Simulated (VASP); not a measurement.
Wanted: the native input for a VASP 6.6.1 run.

- Task: relaxation of cell and atoms
- Functional: PBE
- Potentials or basis: VASP PAW PBE potentials, release 64 (Si, C)
- Cutoff: 600 eV
- k mesh: 12 × 12 × 6
- Occupations: gaussian, width 0.01 eV
- Spin: no spin polarisation
- Dipole correction: no
- Further INCAR settings: ALGO = Normal; EDIFF = 1e-07; IBRION = 2; EDIFFG = -0.002; NSW = 80; ISIF = 3

The structure of SiC lies in POSCAR:

```
SiC
1.0
    3.0800000000      0.0000000000      0.0000000000
   -1.5400000000      2.6673582437      0.0000000000
    0.0000000000      0.0000000000      5.0400000000
Si C
2 2
Direct
    0.0000000000      0.0000000000      0.0000000000
    0.3333333333      0.6666666667      0.5000000000
    0.0000000000      0.0000000000      0.3750000000
    0.3333333333      0.6666666667      0.8750000000
```

These files were run (other wordings do the same):

INCAR

```
SYSTEM = SiC
  PREC = Accurate
  ENCUT = 600
  EDIFF = 1E-7
  ISMEAR = 0
  SIGMA = 0.01
  LREAL = .FALSE.
  LASPH = .TRUE.
  NELM = 100
  ALGO = Normal
  ISIF = 3
  LWAVE = .FALSE.
  LCHARG = .FALSE.
  GGA = PE
  IBRION = 2
  NSW = 80
  EDIFFG = -0.002
```

KPOINTS

```
Automatic mesh
0
G
  12 12 6
  0 0 0
```

Potentials or basis: VASP PAW PBE potentials, release 64 (Si, C).

The run is started by

```console
$ cat potpaw_PBE.64/Si/POTCAR potpaw_PBE.64/C/POTCAR > POTCAR
$ mpirun -np 1 vasp_std > vasp.out
```

Results of the run:

| Item | Value |
| --- | --- |
| Relaxed volume | 10.49 Å³/atom |
| Relaxed cell | a = 3.091 Å, b = 3.091 Å, c = 5.073 Å, α = 90.00°, β = 90.00°, γ = 120.00° |
| Space group after relaxing (to 0.1 Å) | P6_3mc (No. 186) |
| Energy gained by relaxing | 1.5 meV/atom |
| Ionic steps | 8 |
| Pressure after relaxing | 0.0 GPa |
| Band gap on the k mesh | 2.30 eV (least direct gap 3.94 eV) |

Wall time 76 s on 1 thread of Intel(R) Xeon(R) 6975P-C (Granite Rapids), on a shared host, peak memory 0.2 GiB.
